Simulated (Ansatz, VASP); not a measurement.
**HgTe: VASP beside Ansatz**

The input INCAR:

```
SYSTEM = HgTe
ALGO = Normal
EDIFF = 1E-7
ENCUT = 520
GGA = PE
ISIF = 2
ISMEAR = 0
LASPH = .True.
LCHARG = .False.
LREAL = .False.
LWAVE = .False.
NBANDS = 16
NELM = 100
PREC = Accurate
SIGMA = 0.15
```

The input KPOINTS:

```
k-points
0
Gamma
  16 16 16
  0 0 0
```

The input POSCAR:

```
HgTe
1.0
    0.0000000000      3.4079180388      3.4910379909
    3.4079180388      0.0000000000      3.4910379909
    3.4079180388      3.4079180388      0.0000000000
Hg Te
1 1
Direct
    0.0000000000      0.0000000000      0.0000000000
    0.7500000000      0.7500000000      0.7500000000
```

Input for Ansatz:

```yaml
crystal:
  lattice:
    - [0.0, 3.4079180285, 3.4910379804]
    - [3.4079180285, 0.0, 3.4910379804]
    - [3.4079180285, 3.4079180285, 0.0]
  atoms:
    - { symbol: Hg, position: [0.0, 0.0, 0.0] }
    - { symbol: Te, position: [0.75, 0.75, 0.75] }
basis:
  ecutwfc: 420
kpoints:
  mp_grid: { grid: [16, 16, 16] }
hamiltonian:
  xc: pbe
scf:
  occupations: { method: gaussian, width: 0.15 }
output:
  forces: true
  stress: true
  eigenvalues: true
```

Change from the starting cell: strain +0.025 along x and y, +0.050 along z, atoms carried along.

Alike in both runs: task single point; functional PBE; k mesh 16 × 16 × 16; occupations gaussian, width 0.15 eV; no spin polarisation.

```csv
,VASP,Ansatz
version,VASP 6.6.1,Ansatz 0.2.0
potentials or method,"VASP PAW PBE potentials, release 64 (Hg, Te), cutoff 520 eV","scalar-relativistic, plane waves, PAW"
valence electrons in the cell,18,36
```

|  | VASP | Ansatz | Ansatz less VASP |
| --- | --- | --- | --- |
| gap on the k mesh at the Fermi level (eV) | none | none | - |
| pressure (GPa) | -2.6 | -2.6 | -0.02 |
| traceless stress, the component that is largest in VASP (GPa) | -0.26 | -0.26 | 0.000 |

A gap of «none» marks a metal or a gap that the smearing closes. VASP's potentials hold 18 valence electrons a cell and Ansatz's 36, so a difference there can come from the potentials and not from the codes.

Spin-orbit coupling is off throughout.
